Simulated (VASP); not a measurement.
Here is a VASP 6.6.1 calculation.

Contents of POSCAR:

```
Ag
1.0
   -1.5728713000      1.5728713000      1.6556540000
    1.5728713000     -1.5728713000      1.6556540000
    1.5728713000      1.5728713000     -1.6556540000
Ag
1
Direct
    0.0000000000      0.0000000000      0.0000000000
```

The input INCAR.step1:

```
PREC     = Accurate       # precision mode
ENCUT    = 520            # plane-wave cutoff, eV
ISMEAR   = 0              # smearing method
SIGMA    = 0.15           # smearing width, eV
LREAL    = False          # projectors in reciprocal space
LASPH    = True           # aspherical terms in the spheres
NELM     = 100            # most SCF steps
NBANDS   = 12             # bands
GGA      = PE             # functional
ALGO     = Normal         # electronic algorithm
EDIFF    = 1E-4           # SCF threshold, eV
LWAVE    = True           # write WAVECAR
LCHARG   = False          # write CHGCAR
```

INCAR.step2

```
PREC     = Accurate       # precision mode
ENCUT    = 520            # plane-wave cutoff, eV
EDIFF    = 1E-7           # SCF threshold, eV
ISMEAR   = 0              # smearing method
SIGMA    = 0.15           # smearing width, eV
LREAL    = False          # projectors in reciprocal space
LASPH    = True           # aspherical terms in the spheres
NELM     = 100            # most SCF steps
ALGO     = Normal         # electronic algorithm
ISIF     = 2              # what is computed and relaxed
LWAVE    = False          # write WAVECAR
LCHARG   = False          # write CHGCAR
METAGGA  = R2SCAN         # meta-GGA
LMIXTAU  = True         
NBANDS   = 12             # bands
ISTART   = 1
```

Contents of KPOINTS:

```
regular mesh
0
Gamma
  20 20 20
```

Potentials or basis: VASP PAW PBE potentials, release 64 (Ag).

The run is started by

```console
$ cat potpaw_PBE.64/Ag/POTCAR > POTCAR
$ cp INCAR.step1 INCAR
$ mpirun -np 1 vasp_std > vasp.out
$ cp INCAR.step2 INCAR
$ mpirun -np 1 vasp_std > vasp.out
```

(1) Predict the pressure.

Results:

(1) 7.6 GPa.

Caveat: the cell differs from its parent crystal (strain -0.050 along x and y, +0.000 along z); the PAW data sets were made with another functional, which shifts forces and pressure a little.
